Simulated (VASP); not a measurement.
Input of a VASP 6.6.1 run:

Contents of POSCAR:

```
BaTiO3
1.0
   -8.0245120000      0.0000000000      0.0000000000
    0.0000000000     -2.8559450600      2.8642504500
    0.0000000000      2.8559450600      2.8642504500
Ba Ti O
2 2 6
Direct
    0.0000000000      0.0000000000      0.0000000000
    0.5000000000      0.0000000000      0.0000000000
    0.2500000000      0.5124000000      0.5124000000
    0.7500000000      0.5124000000      0.5124000000
    0.0000000000      0.4874000000      0.4874000000
    0.5000000000      0.4874000000      0.4874000000
    0.2500000000      0.9918400000      0.5052400000
    0.7500000000      0.9918400000      0.5052400000
    0.2500000000      0.5052400000      0.9918400000
    0.7500000000      0.5052400000      0.9918400000
```

INCAR.step1

```
PREC = Accurate ; ENCUT = 520
ISMEAR = -1 ; SIGMA = 0.1
LREAL = False ; LASPH = True
NELM = 150 ; ISPIN = 2
MAGMOM = 0 0 0 0 0 0 0 0 0 0 ; LMAXMIX = 4
LDAU = True ; LDAUTYPE = 2
LDAUL = -1 2 -1 ; LDAUU = 0 2.28 0
LDAUJ = 0 0 0 ; NBANDS = 55
GGA = PE ; ALGO = Normal
EDIFF = 1E-4 ; LWAVE = True
LCHARG = False
```

INCAR.step2

```
PREC = Accurate ; ENCUT = 520
EDIFF = 1E-6 ; ISMEAR = -1
SIGMA = 0.1 ; LREAL = False
LASPH = True ; NELM = 150
ALGO = Normal ; ISIF = 2
LWAVE = False ; LCHARG = False
ISPIN = 2 ; MAGMOM = 0 0 0 0 0 0 0 0 0 0
LORBIT = 11 ; LMAXMIX = 4
LDAU = True ; LDAUTYPE = 2
LDAUL = -1 2 -1 ; LDAUU = 0 2.28 0
LDAUJ = 0 0 0 ; LDAUPRINT = 1
METAGGA = R2SCAN ; LMIXTAU = True
NBANDS = 55 ; ISTART = 1
```

The input KPOINTS:

```
regular mesh
0
Gamma
  3 5 5
```

Potentials or basis: VASP PAW PBE potentials, release 64 (Ba_sv, Ti_sv, O).

The run is started by

```console
$ cat potpaw_PBE.64/Ba_sv/POTCAR potpaw_PBE.64/Ti_sv/POTCAR potpaw_PBE.64/O/POTCAR > POTCAR
$ cp INCAR.step1 INCAR
$ mpirun -np 1 vasp_std > vasp.out
$ cp INCAR.step2 INCAR
$ mpirun -np 1 vasp_std > vasp.out
```

Predict the net moment.

0.00 μB per cell.

Predict the largest force.

0.284 eV/Å.

Stress tensor (GPa, compression positive):
```
-0.55  0.00  0.00
 0.00 -0.38  0.00
 0.00  0.00 -1.04
```

Caveat: the PAW data sets were made with another functional, which shifts forces and pressure a little.
